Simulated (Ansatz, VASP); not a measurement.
SiC in VASP and in Ansatz

```
Si C
1.0
    -0.01016    2.15305    2.17265
     2.15305   -0.01016    2.17265
     2.14289    2.14289    0.00000
Si C
1 1
Direct
  0.99952 0.99952 0.00048
  0.25048 0.25048 0.24952
```

Change from the starting cell: strained cell.

Alike in both runs: task relaxation of the atoms; functional LDA; k mesh 10 × 10 × 10; occupations gaussian, width 0.02 eV; no spin polarisation.

|  | VASP | Ansatz |
| --- | --- | --- |
| version | VASP 6.6.1 | Ansatz 0.2.0 |
| potentials or method | VASP PAW LDA potentials, release 64 (Si, C), cutoff 520 eV | scalar-relativistic, plane waves, PAW |
| valence electrons in the cell | 8 | 8 |

VASP gave:

```
gap on the k mesh at the Fermi level, each at its own relaxed structure (eV) : 1.18
```

Task: Estimate Ansatz's values.

Result: gap on the k mesh at the Fermi level, each at its own relaxed structure (eV): 1.20.

Ansatz warns that its potentials were made for another functional, while VASP's fit it. LDA's correlation is that of Perdew and Zunger in VASP and of Perdew and Wang (1992) in Ansatz. Ansatz's warnings: stress scf threshold loose.
